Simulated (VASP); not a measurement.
# MoS2 (P6_3/mmc) in VASP: notebook

The runs below take MoS2 through single point, with PBE+D4.

Program: VASP 6.6.1. These are calculated values, not measurements. Logs are shortened: lines on timing, memory, paths and dates and some standing lists are left out, and cuts for length are marked.

### Step 1. The cell of the first run

Symmetry: P6_3/mmc, No. 194, hexagonal system. The conventional cell has a = 3.211 Å, b = 3.211 Å, c = 12.486 Å, α = 90.00°, β = 90.00°, γ = 120.00°. Within 3.2 Å of Mo (site symmetry -6m2) lie 6 S at 2.44 Å. S (site symmetry 3m) has 3 Mo at 2.44 Å and 1 S at 3.17 Å within 3.2 Å.

### Step 2. Single point, PBE+D4

File INCAR:

```
SYSTEM = MoS2
PREC = Accurate ; ENCUT = 520
EDIFF = 1E-6 ; ISMEAR = 1
SIGMA = 0.15 ; LREAL = .False.
LASPH = .True. ; NELM = 60
ALGO = Normal ; ISIF = 2
LWAVE = .False. ; LCHARG = .False.
GGA = PE ; IVDW = 13
NBANDS = 35
```

File KPOINTS:

```
regular mesh
0
Gamma
  8 8 2
  0 0 0
```

File POSCAR:

```
MoS2
1.0
    3.2107021507      0.0000000000      0.0000000000
   -1.6053510754      2.7805501284      0.0000000000
    0.0000000000      0.0000000000     12.4861764927
Mo S
2 4
Direct
    0.3333333333      0.6666666667      0.2500000000
    0.6666666667      0.3333333333      0.7500000000
    0.3333333333      0.6666666667      0.6230000000
    0.6666666667      0.3333333333      0.1230000000
    0.3333333333      0.6666666667      0.8770000000
    0.6666666667      0.3333333333      0.3770000000
```

Potentials or basis: VASP PAW PBE potentials, release 64 (Mo_sv, S).

Started as:

```console
> cat potpaw_PBE.64/Mo_sv/POTCAR potpaw_PBE.64/S/POTCAR > POTCAR
> mpirun -np 1 vasp_std > vasp.out
```

OUTCAR:

```text
SYSTEM = MoS2
   PREC = Accurate
   ENCUT = 520
   EDIFF = 1E-6
   ISMEAR = 1
   LREAL = .False.
   LASPH = .True.
   NELM = 60
   ISIF = 2
   GGA = PE
   IVDW = 13

 ion  position               nearest neighbor table
   1  0.333  0.667  0.250-   4 2.44   6 2.44   4 2.44   6 2.44   4 2.44   6 2.44
   2  0.667  0.333  0.750-   3 2.44   5 2.44   3 2.44   5 2.44   3 2.44   5 2.44
   3  0.333  0.667  0.623-   2 2.44   2 2.44   2 2.44
   4  0.667  0.333  0.123-   1 2.44   1 2.44   1 2.44
   5  0.333  0.667  0.877-   2 2.44   2 2.44   2 2.44
   6  0.667  0.333  0.377-   1 2.44   1 2.44   1 2.44

  LATTYP: Found a hexagonal cell.
 ALAT       =     3.2107021507
 C/A-ratio  =     3.8889239508

  Lattice vectors:

 A1 = (   3.2107021507,   0.0000000000,   0.0000000000)
 A2 = (  -1.6053510754,   2.7805501284,   0.0000000000)
 A3 = (   0.0000000000,   0.0000000000,  12.4861764927)

Analysis of symmetry for initial positions (statically):
=====================================================================
 Subroutine PRICEL returns:
 Original cell was already a primitive cell.

 Routine SETGRP: Setting up the symmetry group for a
 hexagonal supercell.

 Subroutine GETGRP returns: Found 24 space group operations
 (whereof 12 operations were pure point group operations)
 out of a pool of 24 trial point group operations.

The static configuration has the point symmetry D_3d.
 The point group associated with its full space group is D_6h.

Analysis of symmetry for dynamics (positions and initial velocities):
=====================================================================
 Subroutine PRICEL returns:
 Original cell was already a primitive cell.

 Routine SETGRP: Setting up the symmetry group for a
 hexagonal supercell.

 Subroutine GETGRP returns: Found 24 space group operations
 (whereof 12 operations were pure point group operations)
 out of a pool of 24 trial point group operations.

The dynamic configuration has the point symmetry D_3d.
 The point group associated with its full space group is D_6h.

 Subroutine INISYM returns: Found 24 space group operations
 (whereof 12 operations are pure point group operations),
 and found     1 'primitive' translations

----------------------------------------------------------------------------------------

                                     Primitive cell

  volume of cell :     111.4706
[... 87 lines left out ...]
   LNONCOLLINEAR =      F non collinear calculations
   LSORBIT =      F    spin-orbit coupling
   LASPH  =      T    aspherical Exc in radial PAW
   ENCUT  =  520.0 eV  38.22 Ry    6.18 a.u.   5.97  5.97 23.22*2*pi/ulx,y,z
   NELM   =     60;   NELMIN=  2; NELMDL= -5     # of ELM steps
   EDIFF  = 0.1E-05   stopping-criterion for ELM
   LREAL  =      F    real-space projection
[... 7 lines left out ...]
   TEBEG  =    0.0;   TEEND  =   0.0 temperature during run
   PSTRESS=    0.0 pullay stress
   NELECT =      52.0000    total number of electrons
   NUPDOWN=      -1.0000    fix difference up-down
   EMIN   =  10.00;   EMAX   =-10.00  energy-range for DOS
   EFERMI =   0.00;   METHOD = LEGACY
   ISMEAR =     1;   SIGMA  =   0.15  broadening in eV -4-tet -1-fermi 0-gaus
   EFERMI_NEDOS =   21; number of points for ismear=-14 and -15
   IALGO  =     38    algorithm
   IMIX   =      4    mixing-type and parameters
     AMIX     =   0.40;   BMIX     =  1.00
     AMIX_MAG =   1.60;   BMIX_MAG =  1.00
  volume/ion in A,a.u.               =      18.58       125.37
  Fermi-wavevector in a.u.,A,eV,Ry     =   1.269665  2.399319 21.933267  1.612050
  Thomas-Fermi vector in A             =   2.402694
   LORBIT       =      0    0 simple, 1 ext, 2 COOP (PROOUT), +10 PAW based schemes
   GGA     = PE    functional components
   LHFCALC =     F    Hartree Fock is set to
   AEXX    =    0.0000 exact exchange contribution
   IVDW    =    13    specifies the selected vdW correction
   LEPSILON=     F    determine dielectric tensor
   LRPA    =     F    only Hartree local field effects (RPA)
 non-spin polarized calculation
 Methfessel and Paxton  Order N= 1 SIGMA  =   0.15
  energy-cutoff  :      520.00
  volume of cell :      111.47
 maximum number of plane-waves:      3046
 NGX is ok and might be reduce to    24
   NGX = 11   NGY = 11   NGZ = 47

 number of electron      51.9999998 magnetization

 Free energy of the ion-electron system (eV)
  ---------------------------------------------------
  ext. energy  EPLUGINS =         0.00000000
  ---------------------------------------------------
  free energy    TOTEN  =       -43.58956882 eV

  energy without entropy =      -43.58965015  energy(sigma->0) =      -43.58959593

 E-fermi :   7.0734     XC(G=0): -10.6242

 val. band max:        6.9492592015   @ k =   0.0000   0.0000   0.0000
 cond. band min:       7.9639291717   @ k =   0.2500   0.1250   0.0000
 fundamental gap:      1.0146699702
 Fermi energy:         7.0734423205

 k-point     1 :       0.0000    0.0000    0.0000
  band No.  band energies     occupation
      1     -54.5508      2.00000
      2     -54.5508      2.00000
      3     -28.6641      2.00000
      4     -28.6640      2.00000
      5     -28.4850      2.00000
      6     -28.4850      2.00000
[... 749 lines left out ...]
     34      10.8491      0.00000
     35      13.3879      0.00000

------------------------ aborting loop because EDIFF is reached ----------------------------------------

  DFT-D4 for vdW energy calculation

  Edisp (eV):   -2.45470

  FORCE on cell =-STRESS in cart. coord.  units (eV):
  Direction    XX          YY          ZZ          XY          YZ          ZX
  --------------------------------------------------------------------------------------
  -------------------------------------------------------------------------------------
  Total      -4.73359    -4.73359    -4.99232     0.00000     0.00000     0.00000
  in kB     -68.03634   -68.03636   -71.75517     0.00000     0.00000     0.00000
  external pressure =      -69.28 kB  Pullay stress =        0.00 kB

 VOLUME and BASIS-vectors are now :
 -----------------------------------------------------------------------------
  energy-cutoff  :      520.00
  volume of cell :      111.47
      direct lattice vectors                 reciprocal lattice vectors
     3.210702151  0.000000000  0.000000000     0.311458352  0.179820531  0.000000000
    -1.605351075  2.780550128  0.000000000     0.000000000  0.359641062  0.000000000
     0.000000000  0.000000000 12.486176493     0.000000000  0.000000000  0.080088568

 POSITION                                       TOTAL-FORCE (eV/Angst)
 -----------------------------------------------------------------------------------
     -0.00000      1.85370      3.12154        -0.000000      0.000000      0.000000
      1.60535      0.92685      9.36463         0.000000     -0.000000      0.000000
     -0.00000      1.85370      7.77889        -0.000000     -0.000000      0.680071
      1.60535      0.92685      1.53580         0.000000      0.000000      0.680071
     -0.00000      1.85370     10.95038        -0.000000      0.000000     -0.680071
      1.60535      0.92685      4.70729         0.000000      0.000000     -0.680071
 -----------------------------------------------------------------------------------
    total drift:                               -0.000000      0.000000     -0.000000

  FREE ENERGIE OF THE ION-ELECTRON SYSTEM (eV)
  ---------------------------------------------------
  free  energy   TOTEN  =       -46.0442671191 eV

  energy  without entropy=      -46.0443484509  energy(sigma->0) =      -46.04429423
```

stdout:

```text
POSCAR found type information on POSCAR MoS
 POSCAR found :  2 types and       6 ions
 scaLAPACK will be used
 LDA part: xc-table for (Slater+PW92), standard interpolation
 POSCAR, INCAR and KPOINTS ok, starting setup
 FFT: planning ... GRIDC
 FFT: planning ... GRID_SOFT
 FFT: planning ... GRID
 WAVECAR not read
 entering main loop
```

It took 95 s on 1 thread of Intel Xeon 6975P-C, shared host; peak memory 0.25 GiB.

Results:

```
Free energy                : -46.0443 eV
Pressure                   : -6.9 GPa
Largest force              : 0.680 eV/Å
Band gap on the k mesh     : 1.01 eV, indirect (least direct gap 1.83 eV)
Dispersion energy per atom : -0.409 eV
```

Forces on the atoms (eV/Å):
```
Mo   0.000  0.000  0.000
Mo   0.000  0.000  0.000
S    0.000  0.000  0.680
S    0.000  0.000  0.680
S    0.000  0.000 -0.680
S    0.000  0.000 -0.680
```

Levels at points of the mesh, in eV from the valence-band top:
| k point | band 22 | band 23 | band 24 | band 25 | band 26 | band 27 | band 28 | band 29 | band 30 | band 31 |
| --- | --- | --- | --- | --- | --- | --- | --- | --- | --- | --- |
| (0.00, 0.00, 0.00) | -2.00 | -2.00 | -1.15 | -1.01 | 0.00 | 2.05 | 2.05 | 2.08 | 2.08 | 2.18 |
| (0.50, 0.00, 0.00) | -2.38 | -1.66 | -1.47 | -1.29 | -1.17 | 1.56 | 1.60 | 1.94 | 2.17 | 2.80 |
| (0.00, 0.00, 0.50) | -2.03 | -2.03 | -2.03 | -0.24 | -0.24 | 2.06 | 2.06 | 2.06 | 2.06 | 2.26 |
| (0.50, 0.00, 0.50) | -2.51 | -1.56 | -1.56 | -1.22 | -1.22 | 1.57 | 1.57 | 2.07 | 2.07 | 3.15 |

[end of part 1 of 2]
